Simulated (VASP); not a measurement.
A run of VASP 6.6.1 is set up as follows.

INCAR

```
SYSTEM = Pt4Au
ALGO     = Normal         ! electronic algorithm
DIPOL    = 0.5 0.5 0.500
EDIFF    = 1E-7           ! SCF threshold, eV
ENCUT    = 520            ! plane-wave cutoff, eV
GGA      = PS             ! functional
IDIPOL   = 3            
ISIF     = 2              ! what is computed and relaxed
ISMEAR   = -1             ! smearing method
LASPH    = .True.         ! aspherical terms in the spheres
LCHARG   = .False.        ! write CHGCAR
LDIPOL   = .True.       
LREAL    = .False.        ! projectors in reciprocal space
LWAVE    = .False.        ! write WAVECAR
NBANDS   = 34             ! bands
NELM     = 60             ! most SCF steps
PREC     = Accurate       ! precision mode
SIGMA    = 0.08           ! smearing width, eV
```

The input KPOINTS:

```
k-points
0
Gamma
  13 13 1
  0 0 0
```

Contents of POSCAR:

```
Pt4Au
1.0
    2.7712080012      0.0000000000      0.0000000000
    0.0000000000      2.7712080012      0.0000000000
    0.0000000000      0.0000000000     23.8382000000
Au Pt
1 4
Direct
    0.0000000000      0.0000000000      0.3382467083
    0.5000000000      0.5000000000      0.4182364288
    0.0000000000      0.0000000000      0.5000000000
    0.5000000000      0.5000000000      0.5817635707
    0.0000000000      0.0000000000      0.6617532922
```

Potentials or basis: VASP PAW PBE potentials, release 64 (Au, Pt).

The run is started by

```console
$ cat potpaw_PBE.64/Au/POTCAR potpaw_PBE.64/Pt/POTCAR > POTCAR
$ mpirun -np 1 vasp_std > vasp.out
```

Task: Estimate the band gap on the k mesh.

Result: Zero (an odd number of electrons rules out a gap without spin polarisation).

Task: Estimate the largest force.

Result: 1.127 eV/Å.

Forces on the atoms (eV/Å):
```
Au   0.000  0.000 -1.127
Pt   0.000  0.000  1.093
Pt   0.000  0.000  0.112
Pt   0.000  0.000 -0.013
Pt   0.000  0.000 -0.065
```

Caveat: the PAW data sets were made with another functional, which shifts forces and pressure a little; spin-orbit coupling is left out, which moves the levels of the heavy elements.
